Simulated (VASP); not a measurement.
Input of a VASP 6.6.1 run:

INCAR

```
  PREC = Accurate
  ENCUT = 500
  EDIFF = 1E-6
  ISMEAR = 0
  SIGMA = 0.01
  LREAL = F
  LASPH = T
  NELM = 120
  ALGO = Normal
  ISIF = 2
  LWAVE = F
  LCHARG = T
  GGA = PE
  LELF = T
  LVHAR = T
  NBANDS = 14
  GGA_COMPAT = F
```

Contents of KPOINTS:

```
Automatic mesh
0
Gamma
  5 5 5
```

The input POSCAR:

```
NaI
1.0
    0.0000000000      3.2092020755      3.2092020755
    3.2092020755      0.0000000000      3.2092020755
    3.2092020755      3.2092020755      0.0000000000
Na I
1 1
Direct
    0.0000000000      0.0000000000      0.0000000000
    0.5000000000      0.5000000000      0.5000000000
```

Potentials or basis: VASP PAW PBE potentials, release 64 (Na_pv, I).

Launch:

```console
$ cat potpaw_PBE.64/Na_pv/POTCAR potpaw_PBE.64/I/POTCAR > POTCAR
$ mpirun -np 1 vasp_std > vasp.out
```

Q: Estimate the pressure.

A: 0.9 GPa.

Q: What does it give for the band gap on the k mesh?

A: 3.71 eV, direct.

Caveat: spin-orbit coupling is left out, which moves the levels of the heavy elements.
